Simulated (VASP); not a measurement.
# In (P6_3/mmc) in VASP: single point with LDA

Aim: the single point of In with LDA.

Program: VASP 6.6.1. These are calculated values, not measurements. Logs are shortened: lines on timing, memory, paths and dates and some standing lists are left out, and cuts for length are marked.

## Step 1: The cell of the first run

The structure is hexagonal, space group P6_3/mmc (No. 194). The conventional cell has a = 3.335 Å, b = 3.335 Å, c = 5.509 Å, α = 90.00°, β = 90.00°, γ = 120.00°. In (site symmetry -6m2) has 12 In at 3.34 to 3.36 Å within 4.4 Å.

## Step 2: Single point, LDA

INCAR

```
SYSTEM = In
PREC = Accurate
ENCUT = 520
EDIFF = 1E-6
ISMEAR = 0
SIGMA = 0.15
LREAL = .False.
LASPH = .True.
NELM = 60
ALGO = Fast
ISIF = 2
LWAVE = .False.
LCHARG = .False.
GGA = CA
NBANDS = 20
```

KPOINTS

```
Automatic mesh
0
Gamma
  18 18 10
  0 0 0
```

POSCAR

```
In
1.0
    3.3354847820      0.0000000000      0.0000000000
   -1.6677423910      2.8886145552      0.0000000000
    0.0000000000      0.0000000000      5.5091429200
In
2
Direct
    0.3333333333      0.6666666667      0.2500000000
    0.6666666667      0.3333333333      0.7500000000
```

Potentials or basis: VASP PAW LDA potentials, release 64 (In_d).

The run is started by

```
cat potpaw_LDA.64/In_d/POTCAR > POTCAR
mpirun -np 1 vasp_std > vasp.out
```

OUTCAR:

```text
SYSTEM = In
   PREC = Accurate
   ENCUT = 520
   EDIFF = 1E-6
   ISMEAR = 0
   LREAL = .False.
   LASPH = .True.
   NELM = 60
   ISIF = 2
   GGA = CA

 ion  position               nearest neighbor table
   1  0.333  0.667  0.250-   2 3.36   2 3.36   2 3.36   2 3.36   2 3.36   2 3.36
   2  0.667  0.333  0.750-   1 3.36   1 3.36   1 3.36   1 3.36   1 3.36   1 3.36

  LATTYP: Found a hexagonal cell.
 ALAT       =     3.3354847820
 C/A-ratio  =     1.6516768266

  Lattice vectors:

 A1 = (   3.3354847820,   0.0000000000,   0.0000000000)
 A2 = (  -1.6677423910,   2.8886145552,   0.0000000000)
 A3 = (   0.0000000000,   0.0000000000,   5.5091429200)

Analysis of symmetry for initial positions (statically):
=====================================================================
 Subroutine PRICEL returns:
 Original cell was already a primitive cell.

 Routine SETGRP: Setting up the symmetry group for a
 hexagonal supercell.

 Subroutine GETGRP returns: Found 24 space group operations
 (whereof 12 operations were pure point group operations)
 out of a pool of 24 trial point group operations.

The static configuration has the point symmetry D_3d.
 The point group associated with its full space group is D_6h.

Analysis of symmetry for dynamics (positions and initial velocities):
=====================================================================
 Subroutine PRICEL returns:
 Original cell was already a primitive cell.

 Routine SETGRP: Setting up the symmetry group for a
 hexagonal supercell.

 Subroutine GETGRP returns: Found 24 space group operations
 (whereof 12 operations were pure point group operations)
 out of a pool of 24 trial point group operations.

The dynamic configuration has the point symmetry D_3d.
 The point group associated with its full space group is D_6h.

 Subroutine INISYM returns: Found 24 space group operations
 (whereof 12 operations are pure point group operations),
 and found     1 'primitive' translations

----------------------------------------------------------------------------------------

                                     Primitive cell

  volume of cell :      53.0802

  direct lattice vectors                    reciprocal lattice vectors
     3.335484782  0.000000000  0.000000000     0.299806495  0.173093360  0.000000000
    -1.667742391  2.888614555  0.000000000     0.000000000  0.346186721  0.000000000
     0.000000000  0.000000000  5.509142920     0.000000000  0.000000000  0.181516438

  length of vectors
     3.335484782  3.335484782  5.509142920     0.346186721  0.346186721  0.181516438

  position of ions in fractional coordinates (direct lattice)
     0.333333333  0.666666667  0.250000000
     0.666666667  0.333333333  0.750000000

  ion indices of the primitive-cell ions
   primitive index   ion index
                 1           1
                 2           2

----------------------------------------------------------------------------------------

 KPOINTS: Automatic mesh

Automatic generation of k-mesh.
 Grid dimensions read from file:
 generate k-points for:   18   18   10

 Generating k-lattice:

  Cartesian coordinates                     Fractional coordinates (reciprocal lattice)
     0.016655916  0.009616298  0.000000000     0.055555556  0.000000000  0.000000000
     0.000000000  0.019232596  0.000000000     0.000000000  0.055555556  0.000000000
     0.000000000  0.000000000  0.018151644     0.000000000  0.000000000  0.100000000

  Length of vectors
     0.019232596  0.019232596  0.018151644

  Shift w.r.t. Gamma in fractional coordinates (k-lattice)
     0.000000000  0.000000000  0.000000000

 Subroutine IBZKPT returns following result:
 ===========================================

 Found    222 irreducible k-points:

 Following reciprocal coordinates:
            Coordinates               Weight
  0.000000  0.000000  0.000000      1.000000
  0.055556  0.000000  0.000000      6.000000
  0.111111  0.000000  0.000000      6.000000
  0.166667  0.000000  0.000000      6.000000
  0.222222  0.000000  0.000000      6.000000
  0.277778  0.000000  0.000000      6.000000
[... 16 lines left out ...]
  0.333333  0.111111  0.000000     12.000000
  0.388889  0.111111  0.000000     12.000000
 [... further k-points ...]
   k-points           NKPTS =    222   k-points in BZ     NKDIM =    222   number of bands    NBANDS=     20
   number of dos      NEDOS =    301   number of ions     NIONS =      2
   total plane-waves  NPLWV =  32928
   dimension x,y,z NGX =    28 NGY =   28 NGZ =   42
   dimension x,y,z NGXF=    56 NGYF=   56 NGZF=   84
   ions per type =               2
   NGX,Y,Z   is equivalent  to a cutoff of  13.96, 13.96, 12.67 a.u.
   NGXF,Y,Z  is equivalent  to a cutoff of  27.91, 27.91, 25.35 a.u.
 SYSTEM =  In
   PREC   = accura    normal or accurate (medium, high low for compatibility)
   ISTART =      0    job   : 0-new  1-cont  2-samecut
   ICHARG =      2    charge: 1-file 2-atom 10-const
   ISPIN  =      1    spin polarized calculation?
   LNONCOLLINEAR =      F non collinear calculations
   LSORBIT =      F    spin-orbit coupling
   LASPH  =      T    aspherical Exc in radial PAW
   ENCUT  =  520.0 eV  38.22 Ry    6.18 a.u.   6.20  6.20 10.24*2*pi/ulx,y,z
   NELM   =     60;   NELMIN=  2; NELMDL= -5     # of ELM steps
   EDIFF  = 0.1E-05   stopping-criterion for ELM
   LREAL  =      F    real-space projection
   EDIFFG = 0.1E-04   stopping-criterion for IOM
   NSW    =      0    number of steps for IOM
   IBRION =     -1    ionic relax: 0-MD 1-quasi-New 2-CG
   NFREE  =      0    steps in history (QN), initial steepest desc. (CG)
   ISIF   =      2    stress and relaxation
   ISYM   =      2    0-nonsym 1-usesym 2-fastsym
   POTIM  = 0.5000    time-step for ionic-motion
   TEBEG  =    0.0;   TEEND  =   0.0 temperature during run
   PSTRESS=    0.0 pullay stress
   NELECT =      26.0000    total number of electrons
   NUPDOWN=      -1.0000    fix difference up-down
   EMIN   =  10.00;   EMAX   =-10.00  energy-range for DOS
   EFERMI =   0.00;   METHOD = LEGACY
   ISMEAR =     0;   SIGMA  =   0.15  broadening in eV -4-tet -1-fermi 0-gaus
   EFERMI_NEDOS =   21; number of points for ismear=-14 and -15
   IALGO  =     68    algorithm
   IMIX   =      4    mixing-type and parameters
     AMIX     =   0.40;   BMIX     =  1.00
     AMIX_MAG =   1.60;   BMIX_MAG =  1.00
  volume/ion in A,a.u.               =      26.54       179.10
  Fermi-wavevector in a.u.,A,eV,Ry     =   1.290491  2.438675 22.658704  1.665368
  Thomas-Fermi vector in A             =   2.422320
   LORBIT       =      0    0 simple, 1 ext, 2 COOP (PROOUT), +10 PAW based schemes
   GGA     = CA    functional components
   LHFCALC =     F    Hartree Fock is set to
   AEXX    =    0.0000 exact exchange contribution
   IVDW    =     0    specifies the selected vdW correction
   LEPSILON=     F    determine dielectric tensor
   LRPA    =     F    only Hartree local field effects (RPA)
 non-spin polarized calculation
 RMM-DIIS sequential band-by-band and
 Gauss-broadening in eV      SIGMA  =   0.15
  energy-cutoff  :      520.00
  volume of cell :       53.08
 maximum number of plane-waves:      1460
 NGX is ok and might be reduce to    28
   NGX = 13   NGY = 13   NGZ = 21

 number of electron      26.0000008 magnetization

 Free energy of the ion-electron system (eV)
  ---------------------------------------------------
  ext. energy  EPLUGINS =         0.00000000
  ---------------------------------------------------
  free energy    TOTEN  =        -6.38491426 eV

  energy without entropy =       -6.37282765  energy(sigma->0) =       -6.37887095

 E-fermi :   7.0746     XC(G=0): -10.4589

 val. band max:        7.0652083787   @ k =   0.2778   0.1111   0.3000
 cond. band min:       7.0777270627   @ k =   0.3889   0.0556   0.3000
 fundamental gap:      0.0125186839
 Fermi energy:         7.0745711486

 k-point     1 :       0.0000    0.0000    0.0000
  band No.  band energies     occupation
      1      -7.5392      2.00000
      2      -7.4837      2.00000
      3      -7.4489      2.00000
      4      -7.4489      2.00000
      5      -7.4220      2.00000
      6      -7.4220      2.00000
[... 12 lines left out ...]
     19      18.0539      0.00000
     20      18.5094      0.00000

 k-point     2 :       0.0556    0.0000    0.0000
  band No.  band energies     occupation
      1      -7.5346      2.00000
      2      -7.4853      2.00000
      3      -7.4444      2.00000
      4      -7.4400      2.00000
      5      -7.4218      2.00000
      6      -7.4136      2.00000
[... 12 lines left out ...]
     19      18.4538      0.00000
     20      18.8159      0.00000

 k-point     3 :       0.1111    0.0000    0.0000
  band No.  band energies     occupation
      1      -7.5296      2.00000
      2      -7.4854      2.00000
      3      -7.4344      2.00000
      4      -7.4147      2.00000
      5      -7.4144      2.00000
      6      -7.3891      2.00000
[... 12 lines left out ...]
     19      17.7776      0.00000
     20      19.2335      0.00000

 k-point     4 :       0.1667    0.0000    0.0000
  band No.  band energies     occupation
      1      -7.5433      2.00000
      2      -7.4687      2.00000
      3      -7.4361      2.00000
      4      -7.3967      2.00000
      5      -7.3835      2.00000
      6      -7.3818      2.00000
[... 12 lines left out ...]
     19      17.4639      0.00000
     20      18.6489      0.00000

 k-point     5 :       0.2222    0.0000    0.0000
  band No.  band energies     occupation
      1      -7.5692      2.00000
      2      -7.4590      2.00000
      3      -7.4280      2.00000
      4      -7.4256      2.00000
      5      -7.3985      2.00000
      6      -7.3396      2.00000
[... 12 lines left out ...]
     19      16.9548      0.00000
     20      18.4878      0.00000
[... 353 lines left out ...]
      6      -7.3235      2.00000
[... 12 lines left out ...]
     19      16.5616      0.00000
     20      17.2826      0.00000

 k-point    22 :       0.2778    0.1111    0.0000
  band No.  band energies     occupation
      1      -7.5882      2.00000
      2      -7.5066      2.00000
      3      -7.4674      2.00000
      4      -7.4354      2.00000
      5      -7.3765      2.00000
      6      -7.3119      2.00000
[... 12 lines left out ...]
     19      16.1342      0.00000
     20      16.9920      0.00000

 k-point    23 :       0.3333    0.1111    0.0000
  band No.  band energies     occupation
      1      -7.6085      2.00000
      2      -7.5360      2.00000
      3      -7.4704      2.00000
      4      -7.4418      2.00000
      5      -7.3499      2.00000
      6      -7.3310      2.00000
[... 12 lines left out ...]
     19      15.8424      0.00000
     20      16.7779      0.00000

 k-point    24 :       0.3889    0.1111    0.0000
  band No.  band energies     occupation
      1      -7.6216      2.00000
      2      -7.5554      2.00000
      3      -7.4744      2.00000
      4      -7.4451      2.00000
      5      -7.3439      2.00000
      6      -7.3296      2.00000
[... 12 lines left out ...]
     19      15.6706      0.00000
     20      16.6480      0.00000

 [... further k-points ...]

------------------------ aborting loop because EDIFF is reached ----------------------------------------

  FORCE on cell =-STRESS in cart. coord.  units (eV):
  Direction    XX          YY          ZZ          XY          YZ          ZX
  --------------------------------------------------------------------------------------
  -------------------------------------------------------------------------------------
  Total       -0.8962527     -0.8962527     -1.0039033      0.0000000     -0.0000000      0.0000000
  in kB      -27.0525668    -27.0525668    -30.3019010      0.0000000     -0.0000000      0.0000000
  external PRESSURE =     -28.1356782 kB  Pullay stress =       0.0000000 kB

 VOLUME and BASIS-vectors are now :
 -----------------------------------------------------------------------------
  energy-cutoff  :      520.00
  volume of cell :       53.08
      direct lattice vectors                 reciprocal lattice vectors
     3.335484782  0.000000000  0.000000000     0.299806495  0.173093360  0.000000000
    -1.667742391  2.888614555  0.000000000     0.000000000  0.346186721  0.000000000
     0.000000000  0.000000000  5.509142920     0.000000000  0.000000000  0.181516438

 POSITION                                       TOTAL-FORCE (eV/Angst)
 -----------------------------------------------------------------------------------
     -0.00000      1.92574      1.37729        -0.000000      0.000000      0.000000
      1.66774      0.96287      4.13186         0.000000      0.000000      0.000000
 -----------------------------------------------------------------------------------
    total drift:                                0.000000     -0.000000      0.000000

  FREE ENERGIE OF THE ION-ELECTRON SYSTEM (eV)
  ---------------------------------------------------
  free  energy   TOTEN  =        -6.3849142585 eV

  energy  without entropy=       -6.3728276479  energy(sigma->0) =       -6.37887095
```

Wall time 2.1 min (1 thread of Intel Xeon 6975P-C (Granite Rapids), shared host); peak memory 0.29 GiB.

Results:

| Quantity | Value |
| --- | --- |
| Free energy | -6.3849 eV |
| Pressure | -2.8 GPa |
| Band gap on the k mesh | zero (band 13 reaches 10.50 eV, above the bottom of band 14 at 4.45 eV) |

Caveat: spin-orbit coupling is left out, which moves the levels of the heavy elements.
